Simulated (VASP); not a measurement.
# FePt (Tetraferroplatinum) (P4/mmm) in VASP: a series of runs

Aim: see how the results for FePt (Tetraferroplatinum) move with the level of theory and the settings. Levels: RPBE+D3(BJ), revPBE+D3(BJ), revPBE, PBE. Tasks: relaxation of cell and atoms, single point.

Everything below comes from runs of VASP 6.6.1. Logs are shortened: lines on timing, memory, paths and dates and some standing lists are left out, and cuts for length are marked.

**1. The cell of the first run**

It takes space group P4/mmm (No. 123, tetragonal). The conventional cell has a = 2.724 Å, b = 2.724 Å, c = 3.720 Å, α = 90.00°, β = 90.00°, γ = 90.00°. Pt (site symmetry 4/mmm) has 8 Fe at 2.68 Å and 4 Pt at 2.72 Å within 3.5 Å. Within 3.5 Å of Fe (site symmetry 4/mmm) lie 8 Pt at 2.68 Å and 4 Fe at 2.72 Å.

**2. Relaxation of cell and atoms, RPBE+D3(BJ), collinear spin, ferromagnetic start**

INCAR

```
  PREC = Accurate
  ENCUT = 600
  EDIFF = 1E-7
  ISMEAR = -1
  SIGMA = 0.05
  LREAL = F
  LASPH = T
  NELM = 150
  ALGO = Normal
  ISIF = 3
  LWAVE = F
  LCHARG = F
  ISPIN = 2
  MAGMOM = 0 3
  LORBIT = 11
  LMAXMIX = 4
  GGA = RP
  IVDW = 12
  IBRION = 2
  NSW = 80
  EDIFFG = -0.005
```

KPOINTS

```
Automatic mesh
0
Gamma
  10 10 7
```

POSCAR

```
FePt
1.0
    2.7235000000      0.0000000000      0.0000000000
    0.0000000000      2.7235000000      0.0000000000
    0.0000000000      0.0000000000      3.7200000000
Pt Fe
1 1
Direct
    0.5000000000      0.5000000000      0.5000000000
    0.0000000000      0.0000000000      0.0000000000
```

Potentials or basis: VASP PAW PBE potentials, release 64 (Pt, Fe).

The run is started by

```sh
$ cat potpaw_PBE.64/Pt/POTCAR potpaw_PBE.64/Fe/POTCAR > POTCAR
$ mpirun -np 1 vasp_std > vasp.out
```

OUTCAR:

```text
PREC = Accurate
   ENCUT = 600
   EDIFF = 1E-7
   ISMEAR = -1
   LREAL = F
   LASPH = T
   NELM = 150
   ISIF = 3
   ISPIN = 2
   LORBIT = 11
   GGA = RP
   IVDW = 12
   IBRION = 2
   NSW = 80
   EDIFFG = -0.005
 IVDW          = 12

 ion  position               nearest neighbor table
   1  0.500  0.500  0.500-   2 2.68   2 2.68   2 2.68   2 2.68   2 2.68   2 2.68   2 2.68   2 2.68

   2  0.000  0.000  0.000-   1 2.68   1 2.68   1 2.68   1 2.68   1 2.68   1 2.68   1 2.68   1 2.68

  LATTYP: Found a simple tetragonal cell.
 ALAT       =     2.7235000000
 C/A-ratio  =     1.3658894804

  Lattice vectors:

 A1 = (   2.7235000000,   0.0000000000,   0.0000000000)
 A2 = (   0.0000000000,   2.7235000000,   0.0000000000)
 A3 = (   0.0000000000,   0.0000000000,   3.7200000000)

Analysis of symmetry for initial positions (statically):
=====================================================================
 Subroutine PRICEL returns:
 Original cell was already a primitive cell.

 Routine SETGRP: Setting up the symmetry group for a
 simple tetragonal supercell.

 Subroutine GETGRP returns: Found 16 space group operations
 (whereof 16 operations were pure point group operations)
 out of a pool of 16 trial point group operations.

The static configuration has the point symmetry D_4h.

Analysis of symmetry for dynamics (positions and initial velocities):
=====================================================================
 Subroutine PRICEL returns:
 Original cell was already a primitive cell.

 Routine SETGRP: Setting up the symmetry group for a
 simple tetragonal supercell.

 Subroutine GETGRP returns: Found 16 space group operations
 (whereof 16 operations were pure point group operations)
 out of a pool of 16 trial point group operations.

The dynamic configuration has the point symmetry D_4h.

Analysis of structural, dynamic, and magnetic symmetry:
=====================================================================
 Subroutine PRICEL returns:
 Original cell was already a primitive cell.

 Routine SETGRP: Setting up the symmetry group for a
 simple tetragonal supercell.

 Subroutine GETGRP returns: Found 16 space group operations
 (whereof 16 operations were pure point group operations)
 out of a pool of 16 trial point group operations.

The overall configuration has the point symmetry D_4h.

 Subroutine INISYM returns: Found 16 space group operations
 (whereof 16 operations are pure point group operations),
 and found     1 'primitive' translations

----------------------------------------------------------------------------------------

                                     Primitive cell

  volume of cell :      27.5929

  direct lattice vectors                    reciprocal lattice vectors
     2.723500000  0.000000000  0.000000000     0.367174592  0.000000000  0.000000000
     0.000000000  2.723500000  0.000000000     0.000000000  0.367174592  0.000000000
     0.000000000  0.000000000  3.720000000     0.000000000  0.000000000  0.268817204

  length of vectors
     2.723500000  2.723500000  3.720000000     0.367174592  0.367174592  0.268817204

  position of ions in fractional coordinates (direct lattice)
     0.500000000  0.500000000  0.500000000
     0.000000000  0.000000000  0.000000000

  ion indices of the primitive-cell ions
   primitive index   ion index
                 1           1
                 2           2

----------------------------------------------------------------------------------------

 KPOINTS: Automatic mesh

Automatic generation of k-mesh.
 Grid dimensions read from file:
 generate k-points for:   10   10    7

 Generating k-lattice:

  Cartesian coordinates                     Fractional coordinates (reciprocal lattice)
     0.036717459  0.000000000  0.000000000     0.100000000  0.000000000  0.000000000
     0.000000000  0.036717459  0.000000000     0.000000000  0.100000000  0.000000000
     0.000000000  0.000000000  0.038402458     0.000000000  0.000000000  0.142857143

  Length of vectors
     0.036717459  0.036717459  0.038402458

[... 52 lines left out ...]
      0.00000      0.00000      0.00000         0.000000      0.000000      0.000000
 -----------------------------------------------------------------------------------
    total drift:                                0.000000      0.000000     -0.000000

  FREE ENERGIE OF THE ION-ELECTRON SYSTEM (eV)
  ---------------------------------------------------
  free  energy   TOTEN  =       -19.3119770072 eV

  energy  without entropy=      -19.2829690040  energy(sigma->0) =      -19.29747301

[... ionic steps 4 to 11 ...]

--------------------------------------- Ionic step       12  -------------------------------------------

 number of electron      18.0000000 magnetization       0.0005237

------------------------ aborting loop because EDIFF is reached ----------------------------------------

 Edisp (eV)   -6.90074

 E8    (eV) :    -4.6120

  FORCE on cell =-STRESS in cart. coord.  units (eV):
  Direction    XX          YY          ZZ          XY          YZ          ZX
  --------------------------------------------------------------------------------------
  -------------------------------------------------------------------------------------
  Total       0.00112     0.00112    -0.01793     0.00000     0.00000     0.00000
  in kB       0.07737     0.07737    -1.24246     0.00000     0.00000     0.00000
  external pressure =       -0.36 kB  Pullay stress =        0.00 kB
[... 50 lines left out ...]
 POSITION                                       TOTAL-FORCE (eV/Angst)
 -----------------------------------------------------------------------------------
      1.28148      1.28148      1.76017         0.000000     -0.000000      0.000000
      0.00000      0.00000      0.00000        -0.000000      0.000000      0.000000
 -----------------------------------------------------------------------------------
    total drift:                                0.000000      0.000000     -0.000000

  FREE ENERGIE OF THE ION-ELECTRON SYSTEM (eV)
  ---------------------------------------------------
  free  energy   TOTEN  =       -19.4276925444 eV

  energy  without entropy=      -19.4025030567  energy(sigma->0) =      -19.41509780

--------------------------------------- Ionic step       14  -------------------------------------------

 number of electron      18.0000000 magnetization       0.0027179

 Free energy of the ion-electron system (eV)
  ---------------------------------------------------
  ext. energy  EPLUGINS =         0.00000000
  ---------------------------------------------------
  free energy    TOTEN  =       -12.52680210 eV

  energy without entropy =      -12.50159893  energy(sigma->0) =      -12.51420052

 E-fermi :  11.4784     XC(G=0): -14.0896

 val. band max:       11.4695943616   @ k =   0.1000   0.1000   0.4286
 cond. band min:      11.4845154177   @ k =   0.4000   0.4000   0.4286
 fundamental gap:      0.0149210561
 Fermi energy:        11.4784267264

 spin component 1

 k-point     1 :       0.0000    0.0000    0.0000
  band No.  band energies     occupation
      1       0.4109      1.00000
      2       3.5807      1.00000
      3       3.7613      1.00000
      4       7.8698      1.00000
      5       7.8698      1.00000
      6       9.2827      1.00000
      7       9.9603      1.00000
      8      10.8615      1.00000
      9      11.9882      0.00004
     10      12.4239      0.00000
     11      12.4239      0.00000
     12      13.9921      0.00000
     13      23.8157      0.00000
     14      24.5863      0.00000
     15      24.5863      0.00000
[... 876 lines left out ...]
 POSITION                                       TOTAL-FORCE (eV/Angst)
 -----------------------------------------------------------------------------------
      1.28161      1.28161      1.75981        -0.000000      0.000000      0.000000
      2.56321      0.00000      0.00000         0.000000     -0.000000      0.000000
 -----------------------------------------------------------------------------------
    total drift:                                0.000000      0.000000     -0.000000

  FREE ENERGIE OF THE ION-ELECTRON SYSTEM (eV)
  ---------------------------------------------------
  free  energy   TOTEN  =       -19.4276939134 eV

  energy  without entropy=      -19.4024907373  energy(sigma->0) =      -19.41509233

 reached required accuracy - stopping structural energy minimisation

 total charge

# of ion       s       p       d       tot
------------------------------------------
    1        0.822   0.935   8.088   9.846
    2        0.475   0.605   6.408   7.488
--------------------------------------------------
tot          1.297   1.540  14.496  17.334

 magnetization (x)

# of ion       s       p       d       tot
------------------------------------------
    1       -0.000  -0.000   0.000   0.000
    2       -0.000  -0.000   0.003   0.003
--------------------------------------------------
tot         -0.000  -0.000   0.003   0.003
```

It took 6.2 min on 1 thread of Intel Xeon Platinum 8488C (Sapphire Rapids), shared host; peak memory 0.27 GiB.

What came out:

```yaml
Free_energy: -19.4277 eV
Relaxed_volume: 11.56 Å³/atom
Relaxed_cell: a = 2.563 Å, b = 2.563 Å, c = 3.520 Å, α = 90.00°, β = 90.00°, γ = 90.00°
Space_group_after_relaxing_to_0.05_Å: P4/mmm (No. 123)
Energy_gained_by_relaxing: -32.9 meV/atom
Ionic_steps: 14
Pressure_after_relaxing: 0.0 GPa
Band_gap_on_the_k_mesh: zero (filled and empty bands overlap)
Net_moment: 0.00 μB per cell
Valence_electrons_inside_the_program's_atomic_spheres: Pt 9.85; Fe 7.49
Dispersion_energy_per_atom: -3.450 eV
```

The path:
```tsv
step	energy change (eV)	largest force (eV/Å)	pressure (GPa)	volume (Å³)
1	0.0000	0.0000	-27.20	27.59
2	1.1502	0.0000	107.00	19.26
3	0.1815	0.0000	-21.65	24.72
4	0.0739	0.0000	-6.21	23.52
5	0.0660	0.0000	0.25	23.10
6	0.0662	0.0000	-1.13	23.19
7	0.0660	0.0000	-0.92	23.18
8	0.0660	0.0000	-0.89	23.18
9	0.0658	0.0000	0.39	23.10
10	0.0658	0.0000	0.04	23.12
11	0.0658	0.0000	0.02	23.12
12	0.0658	0.0000	-0.04	23.12
13	0.0658	0.0000	-0.02	23.12
14	0.0658	0.0000	-0.03	23.12
```

Final structure:
```
Pt Fe
1.0
     2.56321    0.00000    0.00000
     0.00000    2.56321    0.00000
     0.00000    0.00000    3.51962
Pt Fe
1 1
Direct
  0.50000 0.50000 0.50000
  0.00000 0.00000 0.00000
```

Levels at points of the mesh, in eV from the Fermi level:
Spin up:
```tsv
k point	band 7	band 8	band 9	band 10	band 11	band 12
(0.00, 0.00, 0.00)	-1.52	-0.62	0.51	0.95	0.95	2.51
(0.50, 0.00, 0.00)	-2.50	-2.12	-1.04	-0.55	1.99	2.75
(0.50, 0.50, 0.00)	0.78	0.82	1.03	1.03	1.85	1.85
```
Spin down:
```
           k point  band 6  band 7  band 8  band 9  band 10  band 11  band 12  band 13
(0.00, 0.00, 0.00)   -2.19   -1.52   -0.62    0.51     0.95     0.95     2.51    12.34
(0.50, 0.00, 0.00)   -2.63   -2.49   -2.12   -1.03    -0.55     1.99     2.75    11.94
(0.50, 0.50, 0.00)    0.55    0.78    0.82    1.03     1.03     1.85     1.85     9.89
```

Caveat: the starting moments collapsed, and a magnetic state may lie lower; the volume moved by over 15 % at a fixed basis, so the end points are rough; the PAW data sets were made with another functional, which shifts forces and pressure a little; spin-orbit coupling is left out, which moves the levels of the heavy elements; the volume moved by -16 % from the deposited cell, more than functionals usually miss; pairwise dispersion overbinds metals, which lowers pressure and volume.

**3. Single point, revPBE+D3(BJ), collinear spin, ferromagnetic start**

This run uses another cell than the first one, of 13.45 Å³/atom, 0.975 times its volume.

INCAR

```
SYSTEM = FePt
ALGO = Normal
EDIFF = 1E-6
ENCUT = 520
GGA = RE
ISIF = 2
ISMEAR = -1
ISPIN = 2
IVDW = 12
LASPH = .TRUE.
LCHARG = .FALSE.
LMAXMIX = 4
LORBIT = 11
LREAL = .FALSE.
LWAVE = .FALSE.
MAGMOM = 0 3
NBANDS = 20
NELM = 150
PREC = Accurate
SIGMA = 0.05
```

KPOINTS

```
k-points
0
G
  10 10 7
  0 0 0
```

POSCAR

```
FePt
1.0
    2.6986858634      0.0000000000      0.0000000000
    0.0000000000      2.6986858634      0.0000000000
    0.0000000000      0.0000000000      3.6933435971
Pt Fe
1 1
Direct
    0.5000000000      0.5000000000      0.5000000000
    0.0000000000      0.0000000000      0.0000000000
```

Potentials or basis: VASP PAW PBE potentials, release 64 (Pt, Fe).

The run is started by

```sh
$ cat potpaw_PBE.64/Pt/POTCAR potpaw_PBE.64/Fe/POTCAR > POTCAR
$ mpirun -np 1 vasp_std > vasp.out
```

It took 68 s on 1 thread of Intel Xeon Platinum 8259CL at 2.50GHz (Skylake/Cascade Lake), shared host; peak memory 0.21 GiB.

It converged, with:

- Free energy: -15.9789 eV
- Pressure: -0.5 GPa
- Net moment: 3.25 μB per cell
- Site moments: Pt +0.33; Fe +2.89 μB
- Valence electrons inside the program's atomic spheres: Pt 9.51; Fe 7.03
- Dispersion energy per atom: -1.043 eV

Stress tensor (GPa, compression positive):
```
-0.52  0.00  0.00
 0.00 -0.52  0.00
 0.00  0.00 -0.39
```

Levels at points of the mesh, in eV from the Fermi level:
Spin up:
```
           k point  band 7  band 8  band 9  band 10  band 11  band 12  band 13  band 14  band 15  band 16
(0.00, 0.00, 0.00)   -2.17   -1.99   -0.54    -0.39    -0.39     2.26    10.02    11.85    11.85    17.21
(0.50, 0.00, 0.00)   -2.80   -2.58   -2.19    -1.69     0.18     2.12    10.58    10.72    12.82    13.57
(0.50, 0.50, 0.00)   -0.54   -0.47   -0.47     0.59     1.62     1.62     7.85    10.37    10.99    12.51
```
Spin down:
```
           k point  band 5  band 6  band 7  band 8  band 9  band 10  band 11  band 12
(0.00, 0.00, 0.00)   -2.47   -0.87   -0.79    0.59    1.71     1.71     1.74     2.43
(0.50, 0.00, 0.00)   -2.57   -1.43   -1.27   -0.97    0.53     0.68     2.46     2.63
(0.50, 0.50, 0.00)    0.99    1.29    1.69    1.73    1.73     1.75     1.78     1.78
```

Caveat: the PAW data sets were made with another functional, which shifts forces and pressure a little; spin-orbit coupling is left out, which moves the levels of the heavy elements; pairwise dispersion overbinds metals, which lowers pressure and volume.

**4. Single point, revPBE, collinear spin, ferromagnetic start**

INCAR

```
SYSTEM = FePt
  PREC = Accurate
  ENCUT = 520
  EDIFF = 1E-6
  ISMEAR = -1
  SIGMA = 0.05
  LREAL = .False.
  LASPH = .True.
  NELM = 150
  ALGO = Normal
  ISIF = 2
  LWAVE = .False.
  LCHARG = .False.
  ISPIN = 2
  MAGMOM = 0 3
  LORBIT = 11
  LMAXMIX = 4
  GGA = RE
  NBANDS = 20
```

KPOINTS

```
regular mesh
0
Gamma
  10 10 7
  0 0 0
```

POSCAR

```
FePt
1.0
    2.7235000000      0.0000000000      0.0000000000
    0.0000000000      2.7235000000      0.0000000000
    0.0000000000      0.0000000000      3.7200000000
Pt Fe
1 1
Direct
    0.5000000000      0.5000000000      0.5000000000
    0.0000000000      0.0000000000      0.0000000000
```

The run is started by

```sh
$ cat potpaw_PBE.64/Pt/POTCAR potpaw_PBE.64/Fe/POTCAR > POTCAR
$ mpirun -np 1 vasp_std > vasp.out
```

Wall time 70 s (1 thread of Intel Xeon Platinum 8259CL at 2.50GHz (Skylake/Cascade Lake), shared host); peak memory 0.2 GiB.

The run converged. Its results:

- Free energy: -13.9333 eV
- Pressure: 6.5 GPa
- Net moment: 3.30 μB per cell
- Site moments: Pt +0.34; Fe +2.94 μB
- Valence electrons inside the program's atomic spheres: Pt 9.45; Fe 6.98

Stress tensor (GPa, compression positive):
```
6.38 0.00 0.00
0.00 6.38 0.00
0.00 0.00 6.84
```

Levels at points of the mesh, in eV from the Fermi level:
Spin up:
| k point | band 9 | band 10 | band 11 | band 12 | band 13 | band 14 |
| --- | --- | --- | --- | --- | --- | --- |
| (0.00, 0.00, 0.00) | -0.57 | -0.45 | -0.45 | 2.27 | 9.75 | 11.66 |
| (0.50, 0.00, 0.00) | -2.23 | -1.66 | 0.08 | 2.00 | 10.43 | 10.52 |
| (0.50, 0.50, 0.00) | -0.54 | 0.52 | 1.60 | 1.60 | 7.57 | 10.02 |
Spin down:
| k point | band 4 | band 5 | band 6 | band 7 | band 8 | band 9 | band 10 | band 11 | band 12 | band 13 |
| --- | --- | --- | --- | --- | --- | --- | --- | --- | --- | --- |
| (0.00, 0.00, 0.00) | -2.39 | -2.39 | -0.81 | -0.78 | 0.60 | 1.66 | 1.66 | 1.71 | 2.44 | 10.60 |
| (0.50, 0.00, 0.00) | -3.50 | -2.48 | -1.40 | -1.19 | -0.89 | 0.55 | 0.69 | 2.35 | 2.56 | 11.21 |
| (0.50, 0.50, 0.00) | -4.79 | 0.93 | 1.24 | 1.66 | 1.71 | 1.71 | 1.71 | 1.74 | 1.74 | 8.40 |

Caveat: the PAW data sets were made with another functional, which shifts forces and pressure a little; spin-orbit coupling is left out, which moves the levels of the heavy elements.

**5. Single point, PBE, collinear spin, ferromagnetic start**

INCAR

```
SYSTEM = FePt
  ALGO = Normal
  EDIFF = 1E-6
  ENCUT = 520
  GGA = PE
  ISIF = 2
  ISMEAR = 0
  ISPIN = 2
  LASPH = .True.
  LCHARG = .False.
  LMAXMIX = 4
  LORBIT = 11
  LREAL = .False.
  LWAVE = .False.
  MAGMOM = 0 3
  NBANDS = 20
  NELM = 150
  PREC = Accurate
  SIGMA = 0.011
```

KPOINTS

```
k-points
0
Gamma
  10 10 7
  0 0 0
```

POSCAR is that of step 4.

The run is started by

```sh
$ cat potpaw_PBE.64/Pt/POTCAR potpaw_PBE.64/Fe/POTCAR > POTCAR
$ mpirun -np 1 vasp_std > vasp.out
```

Run time: 85 s. Hardware: 1 thread of Intel Xeon Platinum 8259CL at 2.50GHz (Skylake/Cascade Lake), shared host; peak memory 0.2 GiB.

The run converged. Its results:

```
Free energy                                           : -14.8004 eV
Pressure                                              : 2.7 GPa
Net moment                                            : 3.25 μB per cell
Site moments                                          : Pt +0.32; Fe +2.90 μB
Valence electrons inside the program's atomic spheres : Pt 9.44; Fe 6.99
```

Stress tensor (GPa, compression positive):
```
2.53 0.00 0.00
0.00 2.53 0.00
0.00 0.00 3.15
```

Levels at points of the mesh, in eV from the Fermi level:
Spin up:
| k point | band 9 | band 10 | band 11 | band 12 | band 13 | band 14 |
| --- | --- | --- | --- | --- | --- | --- |
| (0.00, 0.00, 0.00) | -0.57 | -0.43 | -0.43 | 2.25 | 9.73 | 11.63 |
| (0.50, 0.00, 0.00) | -2.18 | -1.67 | 0.10 | 1.98 | 10.42 | 10.52 |
| (0.50, 0.50, 0.00) | -0.51 | 0.50 | 1.58 | 1.58 | 7.55 | 9.99 |
Spin down:
```csv
k point,band 4,band 5,band 6,band 7,band 8,band 9,band 10,band 11,band 12,band 13
"(0.00, 0.00, 0.00)",-2.42,-2.42,-0.83,-0.82,0.56,1.62,1.62,1.65,2.42,10.57
"(0.50, 0.00, 0.00)",-3.52,-2.51,-1.42,-1.23,-0.92,0.49,0.64,2.31,2.53,11.19
"(0.50, 0.50, 0.00)",-4.81,0.88,1.20,1.62,1.69,1.69,1.69,1.70,1.70,8.36
```

Caveat: spin-orbit coupling is left out, which moves the levels of the heavy elements.

**6. Overview**

| level | cell | smearing | gap on the mesh (eV) | pressure (GPa) | moment (μB) |
| --- | --- | --- | --- | --- | --- |
| revPBE+D3(BJ) | a = 2.699, b = 2.699, c = 3.693 Å, 2 atoms | fermi-dirac 0.05 eV | none | -0.5 | 3.25 |
| revPBE | a = 2.724, b = 2.724, c = 3.720 Å, 2 atoms | fermi-dirac 0.05 eV | none | 6.5 | 3.30 |
| PBE | a = 2.724, b = 2.724, c = 3.720 Å, 2 atoms | gaussian 0.011 eV | none | 2.7 | 3.25 |

Alike in all rows: task single point; potentials or basis VASP PAW PBE potentials, release 64 (Pt, Fe); spin collinear, ferromagnetic start; k mesh 10 × 10 × 7; cutoff (eV) 520.

Caveats: spin-orbit coupling is left out, which moves the levels of the heavy elements; the PAW data sets were made with another functional, which shifts forces and pressure a little (some runs); pairwise dispersion overbinds metals, which lowers pressure and volume (some runs).

Total energies depend on the potentials used, so only differences within one code and one set of settings carry meaning.
